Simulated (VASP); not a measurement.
# N2 in VASP: single point with PBE

Aim: the single point of N2 with PBE.

Everything below comes from runs of VASP 6.6.1. Logs are shortened: lines on timing, memory, paths and dates and some standing lists are left out, and cuts for length are marked.

### Step 1. The cell of the first run

The cell holds a molecule in a box, 2 atoms: a = 12.000 Å, b = 12.000 Å, c = 12.000 Å, α = 90.00°, β = 90.00°, γ = 90.00°.

### Step 2. Single point, PBE

Contents of INCAR:

```
SYSTEM = N
PREC = Accurate
ENCUT = 520
EDIFF = 1E-6
ISMEAR = 0
SIGMA = 0.01
LREAL = .False.
LASPH = .True.
NELM = 100
ALGO = Normal
ISIF = 2
LWAVE = .False.
LCHARG = .False.
GGA = PE
NBANDS = 12
```

Contents of KPOINTS:

```
Automatic mesh
0
Gamma
  1 1 1
  0 0 0
```

Contents of POSCAR:

```
N
1.0
   12.0000000000      0.0000000000      0.0000000000
    0.0000000000     12.0000000000      0.0000000000
    0.0000000000      0.0000000000     12.0000000000
N
2
Direct
    0.5000000000      0.5000000000      0.4542500000
    0.5000000000      0.5000000000      0.5457500000
```

Potentials or basis: VASP PAW PBE potentials, release 64 (N).

Launch:

```console
$ cat potpaw_PBE.64/N/POTCAR > POTCAR
$ mpirun -np 1 vasp_gam > vasp.out
```

OUTCAR:

```text
SYSTEM = N
   PREC = Accurate
   ENCUT = 520
   EDIFF = 1E-6
   ISMEAR = 0
   LREAL = .False.
   LASPH = .True.
   NELM = 100
   ISIF = 2
   GGA = PE

 ion  position               nearest neighbor table
   1  0.500  0.500  0.454-   2 1.10
   2  0.500  0.500  0.546-   1 1.10

  LATTYP: Found a simple cubic cell.
 ALAT       =    12.0000000000

  Lattice vectors:

 A1 = (  12.0000000000,   0.0000000000,   0.0000000000)
 A2 = (   0.0000000000,  12.0000000000,   0.0000000000)
 A3 = (   0.0000000000,   0.0000000000,  12.0000000000)

Analysis of symmetry for initial positions (statically):
=====================================================================
 Subroutine PRICEL returns:
 Original cell was already a primitive cell.

 Routine SETGRP: Setting up the symmetry group for a
 simple cubic supercell.

 Subroutine GETGRP returns: Found 16 space group operations
 (whereof 16 operations were pure point group operations)
 out of a pool of 48 trial point group operations.

The static configuration has the point symmetry D_4h.

Analysis of symmetry for dynamics (positions and initial velocities):
=====================================================================
 Subroutine PRICEL returns:
 Original cell was already a primitive cell.

 Routine SETGRP: Setting up the symmetry group for a
 simple cubic supercell.

 Subroutine GETGRP returns: Found 16 space group operations
 (whereof 16 operations were pure point group operations)
 out of a pool of 48 trial point group operations.

The dynamic configuration has the point symmetry D_4h.

 Subroutine INISYM returns: Found 16 space group operations
 (whereof 16 operations are pure point group operations),
 and found     1 'primitive' translations

----------------------------------------------------------------------------------------

                                     Primitive cell

  volume of cell :    1728.0000

  direct lattice vectors                    reciprocal lattice vectors
    12.000000000  0.000000000  0.000000000     0.083333333  0.000000000  0.000000000
     0.000000000 12.000000000  0.000000000     0.000000000  0.083333333  0.000000000
     0.000000000  0.000000000 12.000000000     0.000000000  0.000000000  0.083333333

  length of vectors
    12.000000000 12.000000000 12.000000000     0.083333333  0.083333333  0.083333333

  position of ions in fractional coordinates (direct lattice)
     0.500000000  0.500000000  0.454250000
     0.500000000  0.500000000  0.545750000

  ion indices of the primitive-cell ions
   primitive index   ion index
                 1           1
                 2           2

----------------------------------------------------------------------------------------

 KPOINTS: Automatic mesh

Automatic generation of k-mesh.
 Grid dimensions read from file:
 generate k-points for:    1    1    1

 Generating k-lattice:

  Cartesian coordinates                     Fractional coordinates (reciprocal lattice)
     0.083333333  0.000000000  0.000000000     1.000000000  0.000000000  0.000000000
     0.000000000  0.083333333  0.000000000     0.000000000  1.000000000  0.000000000
     0.000000000  0.000000000  0.083333333     0.000000000  0.000000000  1.000000000

  Length of vectors
     0.083333333  0.083333333  0.083333333

  Shift w.r.t. Gamma in fractional coordinates (k-lattice)
     0.000000000  0.000000000  0.000000000

 Subroutine IBZKPT returns following result:
 ===========================================

 Found      1 irreducible k-points:

 Following reciprocal coordinates:
            Coordinates               Weight
  0.000000  0.000000  0.000000      1.000000
   k-points           NKPTS =      1   k-points in BZ     NKDIM =      1   number of bands    NBANDS=     12
   number of dos      NEDOS =    301   number of ions     NIONS =      2
   total plane-waves  NPLWV = 729000
   dimension x,y,z NGX =    90 NGY =   90 NGZ =   90
   dimension x,y,z NGXF=   180 NGYF=  180 NGZF=  180
   ions per type =               2
   NGX,Y,Z   is equivalent  to a cutoff of  12.47, 12.47, 12.47 a.u.
   NGXF,Y,Z  is equivalent  to a cutoff of  24.94, 24.94, 24.94 a.u.
 SYSTEM =  N
   PREC   = accura    normal or accurate (medium, high low for compatibility)
   ISTART =      0    job   : 0-new  1-cont  2-samecut
   ICHARG =      2    charge: 1-file 2-atom 10-const
   ISPIN  =      1    spin polarized calculation?
   LNONCOLLINEAR =      F non collinear calculations
   LSORBIT =      F    spin-orbit coupling
   LASPH  =      T    aspherical Exc in radial PAW
   ENCUT  =  520.0 eV  38.22 Ry    6.18 a.u.  22.31 22.31 22.31*2*pi/ulx,y,z
   NELM   =    100;   NELMIN=  2; NELMDL= -5     # of ELM steps
   EDIFF  = 0.1E-05   stopping-criterion for ELM
   LREAL  =      F    real-space projection
[... 7 lines left out ...]
   TEBEG  =    0.0;   TEEND  =   0.0 temperature during run
   PSTRESS=    0.0 pullay stress
   NELECT =      10.0000    total number of electrons
   NUPDOWN=      -1.0000    fix difference up-down
   EMIN   =  10.00;   EMAX   =-10.00  energy-range for DOS
   EFERMI =   0.00;   METHOD = LEGACY
   ISMEAR =     0;   SIGMA  =   0.01  broadening in eV -4-tet -1-fermi 0-gaus
   EFERMI_NEDOS =   21; number of points for ismear=-14 and -15
   IALGO  =     38    algorithm
   IMIX   =      4    mixing-type and parameters
     AMIX     =   0.40;   BMIX     =  1.00
     AMIX_MAG =   1.60;   BMIX_MAG =  1.00
  volume/ion in A,a.u.               =     864.00      5830.56
  Fermi-wavevector in a.u.,A,eV,Ry     =   0.293918  0.555425  1.175381  0.086388
  Thomas-Fermi vector in A             =   1.156025
   LORBIT       =      0    0 simple, 1 ext, 2 COOP (PROOUT), +10 PAW based schemes
   GGA     = PE    functional components
   LHFCALC =     F    Hartree Fock is set to
   AEXX    =    0.0000 exact exchange contribution
   IVDW    =     0    specifies the selected vdW correction
   LEPSILON=     F    determine dielectric tensor
   LRPA    =     F    only Hartree local field effects (RPA)
 non-spin polarized calculation
 Gauss-broadening in eV      SIGMA  =   0.01
  energy-cutoff  :      520.00
  volume of cell :     1728.00
 maximum number of plane-waves:     23293
 NGX is ok and might be reduce to    90
   NGX = 45   NGY = 45   NGZ = 45

 number of electron      10.0000000 magnetization

 number of electron       9.9999999 magnetization

 Free energy of the ion-electron system (eV)
  ---------------------------------------------------
  ext. energy  EPLUGINS =         0.00000000
  ---------------------------------------------------
  free energy    TOTEN  =       -16.63388356 eV

  energy without entropy =      -16.63388356  energy(sigma->0) =      -16.63388356

 E-fermi : -10.0694     XC(G=0):  -0.3693

 val. band max:      -10.1355350328   @ k =   0.0000   0.0000   0.0000
 cond. band min:      -1.8857330258   @ k =   0.0000   0.0000   0.0000
 fundamental gap:      8.2498020069
 Fermi energy:       -10.0694453515

 k-point     1 :       0.0000    0.0000    0.0000
  band No.  band energies     occupation
      1     -28.3532      2.00000
      2     -13.3696      2.00000
      3     -11.5897      2.00000
      4     -11.5897      2.00000
      5     -10.1355      2.00000
      6      -1.8857      0.00000
      7      -1.8857      0.00000
      8      -0.1628      0.00000
      9       0.7950      0.00000
     10       0.7980      0.00000
     11       0.7980      0.00000
     12       0.8308      0.00000

------------------------ aborting loop because EDIFF is reached ----------------------------------------

  FORCE on cell =-STRESS in cart. coord.  units (eV):
  Direction    XX          YY          ZZ          XY          YZ          ZX
  --------------------------------------------------------------------------------------
  -------------------------------------------------------------------------------------
  Total       -0.0582160     -0.0582160      2.5808964      0.0000000      0.0000000      0.0000000
  in kB       -0.0539771     -0.0539771      2.3929709      0.0000000      0.0000000      0.0000000
  external PRESSURE =       0.7616723 kB  Pullay stress =       0.0000000 kB

 VOLUME and BASIS-vectors are now :
 -----------------------------------------------------------------------------
  energy-cutoff  :      520.00
  volume of cell :     1728.00
      direct lattice vectors                 reciprocal lattice vectors
    12.000000000  0.000000000  0.000000000     0.083333333  0.000000000  0.000000000
     0.000000000 12.000000000  0.000000000     0.000000000  0.083333333  0.000000000
     0.000000000  0.000000000 12.000000000     0.000000000  0.000000000  0.083333333

 POSITION                                       TOTAL-FORCE (eV/Angst)
 -----------------------------------------------------------------------------------
      6.00000      6.00000      5.45100         0.000000      0.000000     -2.431586
      6.00000      6.00000      6.54900         0.000000     -0.000000      2.431586
 -----------------------------------------------------------------------------------
    total drift:                                0.000000      0.000000      0.000000

  FREE ENERGIE OF THE ION-ELECTRON SYSTEM (eV)
  ---------------------------------------------------
  free  energy   TOTEN  =       -16.6338835627 eV

  energy  without entropy=      -16.6338835627  energy(sigma->0) =      -16.63388356
```

Run time: 2.4 min. Hardware: 1 thread of Intel Xeon 8259CL, shared host; peak memory 1.1 GiB.

What came out:

* Free energy: -16.6339 eV
* Largest force: 2.432 eV/Å
* Gap between the frontier levels: 8.25 eV

Forces on the atoms (eV/Å):
```
N    0.000  0.000 -2.432
N    0.000  0.000  2.432
```

Levels at points of the mesh, in eV from the valence-band top:
```tsv
k point	band 1	band 2	band 3	band 4	band 5	band 6	band 7	band 8	band 9	band 10
(0.00, 0.00, 0.00)	-18.22	-3.23	-1.45	-1.45	0.00	8.25	8.25	9.97	10.93	10.93
```

Caveat: the standard files for N, O and F lose accuracy on very short bonds.
